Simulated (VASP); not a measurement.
# Al2Si (P4/mmm) in VASP: notebook

The runs below take Al2Si through single point, relaxation of cell and atoms, with PBE.

Program: VASP 6.6.1. These are calculated values, not measurements. Logs are shortened: lines on timing, memory, paths and dates and some standing lists are left out, and cuts for length are marked.

### 1 The cell of the first run

It takes space group P4/mmm (No. 123, tetragonal). The conventional cell has a = 3.140 Å, b = 3.140 Å, c = 9.838 Å, α = 90.00°, β = 90.00°, γ = 90.00°. Within 3.5 Å of Al (site symmetry 4mm) lie 4 Si at 2.67 Å and 9 Al at 2.88 to 3.14 Å. Al (site symmetry 4/mmm) has 8 Si at 2.74 Å and 6 Al at 3.08 to 3.14 Å within 3.6 Å. Al (site symmetry 4/mmm) has 12 Al at 2.88 to 3.14 Å and 2 Si at 3.32 Å within 3.8 Å. Within 3.5 Å of Si (site symmetry 4mm) lie 9 Al at 2.67 to 3.32 Å and 5 Si at 3.14 to 3.20 Å.

### 2 Single point, PBE

Contents of INCAR:

```
SYSTEM = Al2Si
PREC     = Accurate       ! precision mode
ENCUT    = 520            ! plane-wave cutoff, eV
EDIFF    = 1E-6           ! SCF threshold, eV
ISMEAR   = 0              ! smearing method
SIGMA    = 0.1            ! smearing width, eV
LREAL    = .FALSE.        ! projectors in reciprocal space
LASPH    = .TRUE.         ! aspherical terms in the spheres
NELM     = 60             ! most SCF steps
ALGO     = Normal         ! electronic algorithm
ISIF     = 2              ! what is computed and relaxed
LWAVE    = .FALSE.        ! write WAVECAR
LCHARG   = .FALSE.        ! write CHGCAR
GGA      = PE             ! functional
NBANDS   = 19             ! bands
```

Contents of KPOINTS:

```
Automatic mesh
0
G
  6 6 2
  0 0 0
```

Contents of POSCAR:

```
Al2Si
1.0
    3.1404767037      0.0000000000      0.0000000000
    0.0000000000      3.1404767037      0.0000000000
    0.0000000000      0.0000000000      9.8384322693
Al Si
4 2
Direct
    0.0000000000      0.0000000000      0.8131599949
    0.0000000000      0.0000000000      0.1868400051
    0.0000000000      0.0000000000      0.5000000000
    0.5000000000      0.5000000000      0.0000000000
    0.5000000000      0.5000000000      0.3375342680
    0.5000000000      0.5000000000      0.6624657320
```

Potentials or basis: VASP PAW PBE potentials, release 64 (Al, Si).

The run is started by

```console
> cat potpaw_PBE.64/Al/POTCAR potpaw_PBE.64/Si/POTCAR > POTCAR
> mpirun -np 1 vasp_std > vasp.out
```

OUTCAR:

```text
SYSTEM = Al2Si
   PREC = Accurate
   ENCUT = 520
   EDIFF = 1E-6
   ISMEAR = 0
   LREAL = .FALSE.
   LASPH = .TRUE.
   NELM = 60
   ISIF = 2
   GGA = PE

 ion  position               nearest neighbor table
   1  0.000  0.000  0.813-   6 2.67   6 2.67   6 2.67   6 2.67   4 2.88   4 2.88   4 2.88   4 2.88
                             3 3.08
   2  0.000  0.000  0.187-   5 2.67   5 2.67   5 2.67   5 2.67   4 2.88   4 2.88   4 2.88   4 2.88
                             3 3.08
   3  0.000  0.000  0.500-   5 2.74   6 2.74   5 2.74   6 2.74   5 2.74   6 2.74   5 2.74   6 2.74
                             1 3.08   2 3.08
   4  0.500  0.500  0.000-   1 2.88   2 2.88   1 2.88   2 2.88   1 2.88   2 2.88   1 2.88   2 2.88

   5  0.500  0.500  0.338-   2 2.67   2 2.67   2 2.67   2 2.67   3 2.74   3 2.74   3 2.74   3 2.74

   6  0.500  0.500  0.662-   1 2.67   1 2.67   1 2.67   1 2.67   3 2.74   3 2.74   3 2.74   3 2.74

  LATTYP: Found a simple tetragonal cell.
 ALAT       =     3.1404767037
 C/A-ratio  =     3.1327830764

  Lattice vectors:

 A1 = (   3.1404767037,   0.0000000000,   0.0000000000)
 A2 = (   0.0000000000,   3.1404767037,   0.0000000000)
 A3 = (   0.0000000000,   0.0000000000,   9.8384322693)

Analysis of symmetry for initial positions (statically):
=====================================================================
 Subroutine PRICEL returns:
 Original cell was already a primitive cell.

 Routine SETGRP: Setting up the symmetry group for a
 simple tetragonal supercell.

 Subroutine GETGRP returns: Found 16 space group operations
 (whereof 16 operations were pure point group operations)
 out of a pool of 16 trial point group operations.

The static configuration has the point symmetry D_4h.

Analysis of symmetry for dynamics (positions and initial velocities):
=====================================================================
 Subroutine PRICEL returns:
 Original cell was already a primitive cell.

 Routine SETGRP: Setting up the symmetry group for a
 simple tetragonal supercell.

 Subroutine GETGRP returns: Found 16 space group operations
 (whereof 16 operations were pure point group operations)
 out of a pool of 16 trial point group operations.

The dynamic configuration has the point symmetry D_4h.

 Subroutine INISYM returns: Found 16 space group operations
 (whereof 16 operations are pure point group operations),
 and found     1 'primitive' translations

----------------------------------------------------------------------------------------

                                     Primitive cell

  volume of cell :      97.0325

  direct lattice vectors                    reciprocal lattice vectors
     3.140476704  0.000000000  0.000000000     0.318422996  0.000000000  0.000000000
     0.000000000  3.140476704  0.000000000     0.000000000  0.318422996  0.000000000
     0.000000000  0.000000000  9.838432269     0.000000000  0.000000000  0.101642210

  length of vectors
     3.140476704  3.140476704  9.838432269     0.318422996  0.318422996  0.101642210

  position of ions in fractional coordinates (direct lattice)
     0.000000000  0.000000000  0.813159995
     0.000000000  0.000000000  0.186840005
     0.000000000  0.000000000  0.500000000
     0.500000000  0.500000000  0.000000000
     0.500000000  0.500000000  0.337534268
     0.500000000  0.500000000  0.662465732

  ion indices of the primitive-cell ions
   primitive index   ion index
                 1           1
                 2           2
                 3           3
                 4           4
                 5           5
                 6           6

----------------------------------------------------------------------------------------

 KPOINTS: Automatic mesh

Automatic generation of k-mesh.
 Grid dimensions read from file:
 generate k-points for:    6    6    2

 Generating k-lattice:

  Cartesian coordinates                     Fractional coordinates (reciprocal lattice)
     0.053070499  0.000000000  0.000000000     0.166666667  0.000000000  0.000000000
     0.000000000  0.053070499  0.000000000     0.000000000  0.166666667  0.000000000
     0.000000000  0.000000000  0.050821105     0.000000000  0.000000000  0.500000000

  Length of vectors
     0.053070499  0.053070499  0.050821105

  Shift w.r.t. Gamma in fractional coordinates (k-lattice)
     0.000000000  0.000000000  0.000000000

 Subroutine IBZKPT returns following result:
 ===========================================

 Found     20 irreducible k-points:

 Following reciprocal coordinates:
            Coordinates               Weight
  0.000000  0.000000  0.000000      1.000000
  0.166667  0.000000  0.000000      4.000000
  0.333333  0.000000  0.000000      4.000000
  0.500000  0.000000  0.000000      2.000000
  0.166667  0.166667  0.000000      4.000000
  0.333333  0.166667  0.000000      8.000000
[... 12 lines left out ...]
  0.500000  0.333333  0.500000      4.000000
  0.500000  0.500000  0.500000      1.000000
   k-points           NKPTS =     20   k-points in BZ     NKDIM =     20   number of bands    NBANDS=     19
   number of dos      NEDOS =    301   number of ions     NIONS =      6
   total plane-waves  NPLWV =  46080
   dimension x,y,z NGX =    24 NGY =   24 NGZ =   80
   dimension x,y,z NGXF=    48 NGYF=   48 NGZF=  160
   ions per type =               4   2
   NGX,Y,Z   is equivalent  to a cutoff of  12.70, 12.70, 13.52 a.u.
   NGXF,Y,Z  is equivalent  to a cutoff of  25.41, 25.41, 27.04 a.u.
 SYSTEM =  Al2Si
   PREC   = accura    normal or accurate (medium, high low for compatibility)
   ISTART =      0    job   : 0-new  1-cont  2-samecut
   ICHARG =      2    charge: 1-file 2-atom 10-const
   ISPIN  =      1    spin polarized calculation?
   LNONCOLLINEAR =      F non collinear calculations
   LSORBIT =      F    spin-orbit coupling
   LASPH  =      T    aspherical Exc in radial PAW
   ENCUT  =  520.0 eV  38.22 Ry    6.18 a.u.   5.84  5.84 18.29*2*pi/ulx,y,z
   NELM   =     60;   NELMIN=  2; NELMDL= -5     # of ELM steps
   EDIFF  = 0.1E-05   stopping-criterion for ELM
   LREAL  =      F    real-space projection
   EDIFFG = 0.1E-04   stopping-criterion for IOM
   NSW    =      0    number of steps for IOM
   IBRION =     -1    ionic relax: 0-MD 1-quasi-New 2-CG
   NFREE  =      0    steps in history (QN), initial steepest desc. (CG)
   ISIF   =      2    stress and relaxation
   ISYM   =      2    0-nonsym 1-usesym 2-fastsym
   POTIM  = 0.5000    time-step for ionic-motion
   TEBEG  =    0.0;   TEEND  =   0.0 temperature during run
   PSTRESS=    0.0 pullay stress
   NELECT =      20.0000    total number of electrons
   NUPDOWN=      -1.0000    fix difference up-down
   EMIN   =  10.00;   EMAX   =-10.00  energy-range for DOS
   EFERMI =   0.00;   METHOD = LEGACY
   ISMEAR =     0;   SIGMA  =   0.10  broadening in eV -4-tet -1-fermi 0-gaus
   EFERMI_NEDOS =   21; number of points for ismear=-14 and -15
   IALGO  =     38    algorithm
   IMIX   =      4    mixing-type and parameters
     AMIX     =   0.40;   BMIX     =  1.00
     AMIX_MAG =   1.60;   BMIX_MAG =  1.00
  volume/ion in A,a.u.               =      16.17       109.13
  Fermi-wavevector in a.u.,A,eV,Ry     =   0.967043  1.827446 12.723791  0.935172
  Thomas-Fermi vector in A             =   2.096896
   LORBIT       =      0    0 simple, 1 ext, 2 COOP (PROOUT), +10 PAW based schemes
   GGA     = PE    functional components
   LHFCALC =     F    Hartree Fock is set to
   AEXX    =    0.0000 exact exchange contribution
   IVDW    =     0    specifies the selected vdW correction
   LEPSILON=     F    determine dielectric tensor
   LRPA    =     F    only Hartree local field effects (RPA)
 non-spin polarized calculation
 Gauss-broadening in eV      SIGMA  =   0.10
  energy-cutoff  :      520.00
  volume of cell :       97.03
 maximum number of plane-waves:      2672
 NGX is ok and might be reduce to    24
   NGX = 11   NGY = 11   NGZ = 37

 number of electron      19.9999999 magnetization

 Free energy of the ion-electron system (eV)
  ---------------------------------------------------
  ext. energy  EPLUGINS =         0.00000000
  ---------------------------------------------------
  free energy    TOTEN  =       -24.83822201 eV

  energy without entropy =      -24.82889874  energy(sigma->0) =      -24.83356037

 E-fermi :   8.5099     XC(G=0): -10.4168

 val. band max:        8.4936660893   @ k =   0.5000   0.0000   0.5000
 cond. band min:       8.5792700451   @ k =   0.3333   0.1667   0.0000
 fundamental gap:      0.0856039558
 Fermi energy:         8.5098857324

 k-point     1 :       0.0000    0.0000    0.0000
  band No.  band energies     occupation
      1      -4.0692      2.00000
      2      -2.8297      2.00000
      3      -1.3541      2.00000
      4       2.4343      2.00000
      5       2.4438      2.00000
      6       8.6234      0.10851
[... 11 lines left out ...]
     18      13.4100      0.00000
     19      14.7873      0.00000

 k-point     2 :       0.1667    0.0000    0.0000
  band No.  band energies     occupation
      1      -3.6636      2.00000
      2      -2.4288      2.00000
      3      -0.9433      2.00000
      4       2.8302      2.00000
      5       2.8358      2.00000
      6       5.9871      2.00000
[... 11 lines left out ...]
     18      14.4504      0.00000
     19      15.5478      0.00000

 k-point     3 :       0.3333    0.0000    0.0000
  band No.  band energies     occupation
      1      -2.4671      2.00000
      2      -1.2466      2.00000
      3       0.2770      2.00000
      4       2.5210      2.00000
      5       3.6733      2.00000
      6       3.9579      2.00000
[... 346 lines left out ...]
      1       0.6433      2.00000
      2       1.5878      2.00000
      3       1.9154      2.00000
      4       2.6200      2.00000
      5       4.7099      2.00000
      6       4.8216      2.00000
[... 11 lines left out ...]
     18      10.7549      0.00000
     19      11.2949      0.00000

 k-point    20 :       0.5000    0.5000    0.5000
  band No.  band energies     occupation
      1       2.0836      2.00000
      2       3.1322      2.00000
      3       3.3094      2.00000
      4       3.3094      2.00000
      5       4.0541      2.00000
      6       4.0541      2.00000
[... 11 lines left out ...]
     18      12.1901      0.00000
     19      12.4948      0.00000

------------------------ aborting loop because EDIFF is reached ----------------------------------------

  FORCE on cell =-STRESS in cart. coord.  units (eV):
  Direction    XX          YY          ZZ          XY          YZ          ZX
  --------------------------------------------------------------------------------------
  -------------------------------------------------------------------------------------
  Total       -0.0531992     -0.0531992     -0.0451316      0.0000000     -0.0000000      0.0000000
  in kB       -0.8784129     -0.8784129     -0.7452021      0.0000000     -0.0000000      0.0000000
  external PRESSURE =      -0.8340093 kB  Pullay stress =       0.0000000 kB

 VOLUME and BASIS-vectors are now :
 -----------------------------------------------------------------------------
  energy-cutoff  :      520.00
  volume of cell :       97.03
      direct lattice vectors                 reciprocal lattice vectors
     3.140476704  0.000000000  0.000000000     0.318422996  0.000000000  0.000000000
     0.000000000  3.140476704  0.000000000     0.000000000  0.318422996  0.000000000
     0.000000000  0.000000000  9.838432269     0.000000000  0.000000000  0.101642210

 POSITION                                       TOTAL-FORCE (eV/Angst)
 -----------------------------------------------------------------------------------
      0.00000      0.00000      8.00022         0.000000     -0.000000     -0.003462
      0.00000      0.00000      1.83821        -0.000000     -0.000000      0.003462
      0.00000      0.00000      4.91922        -0.000000     -0.000000      0.000000
      1.57024      1.57024      0.00000        -0.000000     -0.000000      0.000000
      1.57024      1.57024      3.32081        -0.000000      0.000000     -0.003142
      1.57024      1.57024      6.51762        -0.000000      0.000000      0.003142
 -----------------------------------------------------------------------------------
    total drift:                               -0.000000     -0.000000      0.000000

  FREE ENERGIE OF THE ION-ELECTRON SYSTEM (eV)
  ---------------------------------------------------
  free  energy   TOTEN  =       -24.8382220051 eV

  energy  without entropy=      -24.8288987390  energy(sigma->0) =      -24.83356037
```

Run time: 13 s. Hardware: 1 thread of Intel Xeon Platinum 8559C (Emerald Rapids), shared host; peak memory 0.2 GiB.

Results:

```yaml
Free_energy: -24.8382 eV
Pressure: -0.1 GPa
Largest_force: 0.003 eV/Å
Band_gap_on_the_k_mesh: zero (band 10 reaches 10.20 eV, above the bottom of band 11 at 5.87 eV)
```

Forces on the atoms (eV/Å):
```
Al   0.000  0.000 -0.003
Al   0.000  0.000  0.003
Al   0.000  0.000  0.000
Al   0.000  0.000  0.000
Si   0.000  0.000 -0.003
Si   0.000  0.000  0.003
```

(Part 1 of 3 ends here.)
